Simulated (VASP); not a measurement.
# TiO2 (P4_2/mnm) in VASP: notebook, part 2 of 2

VASP 6.6.1. Earlier steps stand in the parts before.

## Step 4: Single point, LDA (8.45 Å³/atom)

This run uses another cell than the first one, of 8.45 Å³/atom.

Input file INCAR:

```
PREC = Accurate ; ENCUT = 520
EDIFF = 1E-6 ; ISMEAR = 0
SIGMA = 0.05 ; LREAL = False
LASPH = True ; NELM = 60
ALGO = Normal ; ISIF = 2
LWAVE = False ; LCHARG = False
NBANDS = 33
```

Input file KPOINTS:

```
Automatic mesh
0
Gamma
  8 8 10
```

Input file POSCAR:

```
TiO2
1.0
    4.4683160467      0.0000000000      0.0000000000
    0.0000000000      4.4683160467      0.0000000000
    0.0000000000      0.0000000000      2.5402376726
Ti O
2 4
Direct
    0.0000000000      0.0000000000      0.0000000000
    0.5000000000      0.5000000000      0.5000000000
    0.3039457556      0.3039457556      0.0000000000
    0.1960542444      0.8039457556      0.5000000000
    0.6960542444      0.6960542444      0.0000000000
    0.8039457556      0.1960542444      0.5000000000
```

Command:

```console
> cat potpaw_LDA.64/Ti_sv/POTCAR potpaw_LDA.64/O/POTCAR > POTCAR
> mpirun -np 1 vasp_std > vasp.out
```

Wall time 97 s (1 thread of AMD EPYC 9R45 (Zen 5), shared host); peak memory 0.2 GiB.

Results (log left out):

* Free energy: -55.7448 eV
* Pressure: 80.5 GPa
* Largest force: 2.750 eV/Å
* Band gap on the k mesh: 2.04 eV (least direct gap 2.05 eV)

Forces in eV/Å, atoms in the order of the input:
```
Ti   0.000  0.000  0.000
Ti   0.000  0.000  0.000
O   -1.944 -1.944  0.000
O    1.944 -1.944  0.000
O    1.944  1.944  0.000
O   -1.944  1.944  0.000
```

Stress tensor (GPa, compression positive):
```
 54.03   0.00   0.00
  0.00  54.03   0.00
  0.00   0.00 133.40
```

Levels at points of the mesh, in eV from the valence-band top:
```tsv
k point	band 20	band 21	band 22	band 23	band 24	band 25	band 26	band 27	band 28	band 29
(0.00, 0.00, 0.00)	-1.00	-0.54	-0.54	-0.40	0.00	2.05	2.28	3.82	3.95	3.95
(0.50, 0.00, 0.00)	-3.38	-1.00	-1.00	-0.80	-0.80	3.04	3.04	4.49	4.49	5.21
(0.50, 0.50, 0.00)	-3.23	-1.18	-1.18	-0.46	-0.46	2.04	2.04	3.97	3.97	5.62
(0.00, 0.00, 0.50)	-3.33	-2.72	-2.72	-1.57	-1.57	3.82	3.82	4.64	4.64	5.79
(0.50, 0.00, 0.50)	-2.64	-2.08	-2.08	-1.22	-1.22	2.37	2.37	5.06	5.06	5.73
(0.50, 0.50, 0.50)	-3.47	-1.52	-1.52	-0.75	-0.75	3.36	3.36	3.99	3.99	5.79
```

Caveat: the cell stands under pressure; forces of over 1 eV/Å act on the atoms, so gaps and moduli don't describe the material at rest. Expect the measured gap to be larger: semilocal functionals such as LDA lack the derivative discontinuity.

## Step 5: Single point, LDA (8.45 Å³/atom)

This run uses another cell than the first one, of 8.45 Å³/atom.

Input file INCAR:

```
  ALGO = Normal
  EDIFF = 1E-7
  ENCUT = 520
  ISIF = 2
  ISMEAR = 0
  LASPH = True
  LCHARG = False
  LREAL = False
  LWAVE = False
  NBANDS = 33
  NELM = 80
  PREC = Accurate
  SIGMA = 0.05
```

Input file KPOINTS:

```
k-points
0
Gamma
  8 8 10
```

Edit POSCAR of step 4 so:

```diff
@@ -2,5 +2,5 @@
 1.0
-    4.4683160467      0.0000000000      0.0000000000
-    0.0000000000      4.4683160467      0.0000000000
-    0.0000000000      0.0000000000      2.5402376726
+    4.2352780793      0.0000000000      0.0000000000
+    0.0000000000      4.2352780793      0.0000000000
+    0.0000000000      0.0000000000      2.8274716457
 Ti O
```

Command:

```console
> cat potpaw_LDA.64/Ti_sv/POTCAR potpaw_LDA.64/O/POTCAR > POTCAR
> mpirun -np 1 vasp_std > vasp.out
```

Run time: 98 s. Hardware: 1 thread of AMD EPYC 9R45 (Zen 5), shared host; peak memory 0.2 GiB.

Results (log left out):

| Item | Value |
| --- | --- |
| Free energy | -57.0317 eV |
| Pressure | 65.1 GPa |
| Largest force | 0.607 eV/Å |
| Band gap on the k mesh | 2.18 eV (least direct gap 2.19 eV) |

Forces in eV/Å, atoms in the order of the input:
```
Ti   0.000  0.000  0.000
Ti   0.000  0.000  0.000
O   -0.430 -0.430  0.000
O    0.430 -0.430  0.000
O    0.430  0.430  0.000
O   -0.430  0.430  0.000
```

Levels at points of the mesh, in eV from the valence-band top:
| k point | band 21 | band 22 | band 23 | band 24 | band 25 | band 26 | band 27 | band 28 |
| --- | --- | --- | --- | --- | --- | --- | --- | --- |
| (0.00, 0.00, 0.00) | -0.80 | -0.42 | -0.42 | 0.00 | 2.19 | 2.73 | 2.78 | 2.93 |
| (0.50, 0.00, 0.00) | -2.14 | -2.14 | -1.00 | -1.00 | 3.23 | 3.23 | 3.82 | 3.82 |
| (0.50, 0.50, 0.00) | -1.54 | -1.54 | -0.98 | -0.98 | 2.34 | 2.34 | 2.97 | 2.97 |
| (0.00, 0.00, 0.50) | -2.78 | -2.78 | -1.52 | -1.52 | 3.71 | 3.71 | 3.82 | 3.82 |
| (0.50, 0.00, 0.50) | -2.52 | -2.52 | -1.36 | -1.36 | 2.18 | 2.18 | 3.78 | 3.78 |
| (0.50, 0.50, 0.50) | -1.82 | -1.82 | -0.63 | -0.63 | 3.14 | 3.14 | 3.80 | 3.80 |

Caveat: the cell stands under pressure. A k mesh can miss the band edges.

## Step 6: Single point, LDA (8.45 Å³/atom)

This run uses another cell than the first one, of 8.45 Å³/atom.

Input file INCAR:

```
SYSTEM = TiO2
PREC     = Accurate       ! precision mode
ENCUT    = 520            ! plane-wave cutoff, eV
EDIFF    = 1E-6           ! SCF threshold, eV
ISMEAR   = 0              ! smearing method
SIGMA    = 0.05           ! smearing width, eV
LREAL    = .False.        ! projectors in reciprocal space
LASPH    = .True.         ! aspherical terms in the spheres
NELM     = 100            ! most SCF steps
ALGO     = Normal         ! electronic algorithm
ISIF     = 2              ! what is computed and relaxed
LWAVE    = .False.        ! write WAVECAR
LCHARG   = .False.        ! write CHGCAR
GGA      = CA             ! functional
NBANDS   = 33             ! bands
```

Input file KPOINTS:

```
Automatic mesh
0
Gamma
  8 8 10
  0 0 0
```

Edit POSCAR of step 5 so:

```diff
@@ -2,5 +2,5 @@
 1.0
-    4.2352780793      0.0000000000      0.0000000000
-    0.0000000000      4.2352780793      0.0000000000
-    0.0000000000      0.0000000000      2.8274716457
+    4.1232644974      0.0000000000      0.0000000000
+    0.0000000000      4.1232644974      0.0000000000
+    0.0000000000      0.0000000000      2.9831818639
 Ti O
```

Potentials or basis: VASP PAW LDA potentials, release 64 (Ti_sv, O).

Command:

```console
> cat potpaw_LDA.64/Ti_sv/POTCAR potpaw_LDA.64/O/POTCAR > POTCAR
> mpirun -np 1 vasp_std > vasp.out
```

OUTCAR:

```text
SYSTEM = TiO2
   PREC = Accurate
   ENCUT = 520
   EDIFF = 1E-6
   ISMEAR = 0
   LREAL = .False.
   LASPH = .True.
   NELM = 100
   ISIF = 2
   GGA = CA

 ion  position               nearest neighbor table
   1  0.000  0.000  0.000-   3 1.77   5 1.77   4 1.88   6 1.88   4 1.88   6 1.88
   2  0.500  0.500  0.500-   4 1.77   6 1.77   5 1.88   3 1.88   3 1.88   5 1.88
   3  0.304  0.304  0.000-   1 1.77   2 1.88   2 1.88
   4  0.196  0.804  0.500-   2 1.77   1 1.88   1 1.88
   5  0.696  0.696  0.000-   1 1.77   2 1.88   2 1.88
   6  0.804  0.196  0.500-   2 1.77   1 1.88   1 1.88

[... 1073 lines left out ...]
  -------------------------------------------------------------------------------------
  Total       22.9695380     22.9695380     12.8078721     -0.0000000      0.0000000      0.0000000
  in kB      725.6057629    725.6057629    404.5995956     -0.0000000      0.0000000      0.0000000
  external PRESSURE =     618.6037071 kB  Pullay stress =       0.0000000 kB

 VOLUME and BASIS-vectors are now :
 -----------------------------------------------------------------------------
  energy-cutoff  :      520.00
  volume of cell :       50.72
      direct lattice vectors                 reciprocal lattice vectors
     4.123264497  0.000000000  0.000000000     0.242526280  0.000000000  0.000000000
     0.000000000  4.123264497  0.000000000     0.000000000  0.242526280  0.000000000
     0.000000000  0.000000000  2.983181864     0.000000000  0.000000000  0.335212550

 POSITION                                       TOTAL-FORCE (eV/Angst)
 -----------------------------------------------------------------------------------
      0.00000      0.00000      0.00000        -0.000000      0.000000      0.000000
      2.06163      2.06163      1.49159        -0.000000      0.000000      0.000000
      1.25325      1.25325      0.00000         0.347197      0.347197      0.000000
      0.80838      3.31488      1.49159        -0.347197      0.347197      0.000000
      2.87002      2.87002      0.00000        -0.347197     -0.347197     -0.000000
      3.31488      0.80838      1.49159         0.347197     -0.347197     -0.000000
 -----------------------------------------------------------------------------------
    total drift:                               -0.000000     -0.000000     -0.000000

  FREE ENERGIE OF THE ION-ELECTRON SYSTEM (eV)
  ---------------------------------------------------
  free  energy   TOTEN  =       -56.7535112935 eV

  energy  without entropy=      -56.7535112935  energy(sigma->0) =      -56.75351129
```

Wall time 85 s (1 thread of AMD EPYC 9R45 (Zen 5), shared host); peak memory 0.19 GiB.

What came out:

```yaml
Free_energy: -56.7535 eV
Pressure: 61.9 GPa
Largest_force: 0.491 eV/Å
Band_gap_on_the_k_mesh: 2.32 eV
```

Forces on the atoms (eV/Å):
```
Ti   0.000  0.000  0.000
Ti   0.000  0.000  0.000
O    0.347  0.347  0.000
O   -0.347  0.347  0.000
O   -0.347 -0.347  0.000
O    0.347 -0.347  0.000
```

Stress tensor (GPa, compression positive):
```
72.56  0.00  0.00
 0.00 72.56  0.00
 0.00  0.00 40.46
```

Caveat: the cell stands under pressure. As with any semilocal functional, this LDA gap is likely too small.

## Step 7: Overview

| cell | gap on the mesh (eV) | pressure (GPa) | largest force (eV/Å) |
| --- | --- | --- | --- |
| a = 4.209, b = 4.209, c = 3.045 Å, 6 atoms | 2.16 | 34.4 | 0.39 |
| a = 4.381, b = 4.381, c = 2.810 Å, 6 atoms | 2.09 | 39.2 | 0.69 |
| a = 4.468, b = 4.468, c = 2.540 Å, 6 atoms | 2.04 | 80.5 | 2.75 |
| a = 4.235, b = 4.235, c = 2.827 Å, 6 atoms | 2.18 | 65.1 | 0.61 |
| a = 4.123, b = 4.123, c = 2.983 Å, 6 atoms | 2.32 | 61.9 | 0.49 |

Alike in all rows: task single point; level LDA; potentials or basis VASP PAW LDA potentials, release 64 (Ti_sv, O); no spin polarisation; k mesh 8 × 8 × 10; cutoff (eV) 520; smearing gaussian 0.05 eV.

Caveats: the cell stands under pressure; forces of over 1 eV/Å act on the atoms, so gaps and moduli don't describe the material at rest (at least some runs).

Total energies depend on the potentials used, so only differences within one code and one set of settings carry meaning.
